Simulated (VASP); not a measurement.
Wanted: the native input for a VASP 6.6.1 run.

```yaml
Task: electric field gradients
Functional: PBEsol
Potentials_or_basis: VASP PAW PBE potentials, release 64 (Zn, Au)
Cutoff: 520 eV
k_mesh: 10 × 10 × 10
Occupations: fermi-dirac, width 0.05 eV
Spin: no spin polarisation
Dipole_correction: no
Further_INCAR_settings: ALGO = Normal; EDIFF = 1e-08; NBANDS = 18
```

The structure of ZnAu lies in POSCAR:

```
ZnAu
1.0
    3.1470000000      0.0000000000      0.0000000000
    0.0000000000      3.1470000000      0.0000000000
    0.0000000000      0.0000000000      3.1470000000
Zn Au
1 1
Direct
    0.5000000000      0.5000000000      0.5000000000
    0.0000000000      0.0000000000      0.0000000000
```

The input as run:

INCAR

```
PREC     = Accurate       # precision mode
ENCUT    = 520            # plane-wave cutoff, eV
EDIFF    = 1E-8           # SCF threshold, eV
ISMEAR   = -1             # smearing method
SIGMA    = 0.05           # smearing width, eV
LREAL    = F              # projectors in reciprocal space
LASPH    = T              # aspherical terms in the spheres
NELM     = 60             # most SCF steps
ALGO     = Normal         # electronic algorithm
ISIF     = 2              # what is computed and relaxed
LWAVE    = F              # write WAVECAR
LCHARG   = F              # write CHGCAR
GGA      = PS             # functional
LEFG     = T            
NBANDS   = 18             # bands
```

KPOINTS

```
regular mesh
0
Gamma
  10 10 10
```

Potentials or basis: VASP PAW PBE potentials, release 64 (Zn, Au).

The run is started by

```console
$ cat potpaw_PBE.64/Zn/POTCAR potpaw_PBE.64/Au/POTCAR > POTCAR
$ mpirun -np 1 vasp_std > vasp.out
```

Results of the run:

| Property | Result |
| --- | --- |
| Pressure | -2.4 GPa |
| Band gap on the k mesh | zero (an odd number of electrons rules out a gap without spin polarisation) |
| Largest electric field gradient by atom | under 0.05 V/Å² on every atom |

Caveat: the PAW data sets were made with another functional, which shifts forces and pressure a little; spin-orbit coupling is left out, which moves the levels of the heavy elements.

It took 14 s on 1 thread of Intel(R) Xeon(R) Platinum 8488C (Sapphire Rapids), with other jobs on the host, peak memory 0.16 GiB.
